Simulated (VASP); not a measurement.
Write the native input for VASP 6.6.1 that does the following.

| Item | Value |
| --- | --- |
| Task | single point |
| Functional | PBEsol |
| Potentials or basis | VASP PAW PBE potentials, release 64 (Ti_sv, Al) |
| Cutoff | 520 eV |
| k mesh | 18 × 18 × 6 |
| Occupations | gaussian, width 0.15 eV |
| Spin | no spin polarisation |
| Dipole correction | no |
| Further INCAR settings | ALGO = Fast; EDIFF = 1e-06; NBANDS = 28 |

The structure of Ti3Al lies in POSCAR:

```
Ti3Al
1.0
    3.0676383705      0.0000000000      0.0000000000
   -1.5338191852      2.6566527585      0.0000000000
    0.0000000000      0.0000000000      8.5755830647
Ti Al
3 1
Direct
    0.6666666667      0.3333333333      0.0000000000
    0.3333333333      0.6666666667      0.7511732072
    0.3333333333      0.6666666667      0.2488267928
    0.6666666667      0.3333333333      0.5000000000
```

These files were run (other wordings do the same):

INCAR

```
SYSTEM = Ti3Al
  PREC = Accurate
  ENCUT = 520
  EDIFF = 1E-6
  ISMEAR = 0
  SIGMA = 0.15
  LREAL = .FALSE.
  LASPH = .TRUE.
  NELM = 80
  ALGO = Fast
  ISIF = 2
  LWAVE = .FALSE.
  LCHARG = .TRUE.
  GGA = PS
  LELF = .TRUE.
  LVHAR = .TRUE.
  NBANDS = 28
```

KPOINTS

```
regular mesh
0
G
  18 18 6
  0 0 0
```

Potentials or basis: VASP PAW PBE potentials, release 64 (Ti_sv, Al).

Launch:

```bash
$ cat potpaw_PBE.64/Ti_sv/POTCAR potpaw_PBE.64/Al/POTCAR > POTCAR
$ mpirun -np 1 vasp_std > vasp.out
```

It gave:

```
Pressure               : -4.2 GPa
Largest force          : 0.100 eV/Å
Band gap on the k mesh : zero (an odd number of electrons rules out a gap without spin polarisation)
```

Caveat: the stress differs along the axes, from -9 to 6 GPa; the PAW data sets were made with another functional, which shifts forces and pressure a little.

Run time: 10 min on 1 thread of Intel(R) Xeon(R) Platinum 8375C CPU @ 2.90GHz (Ice Lake) (shared host), peak memory 0.35 GiB.
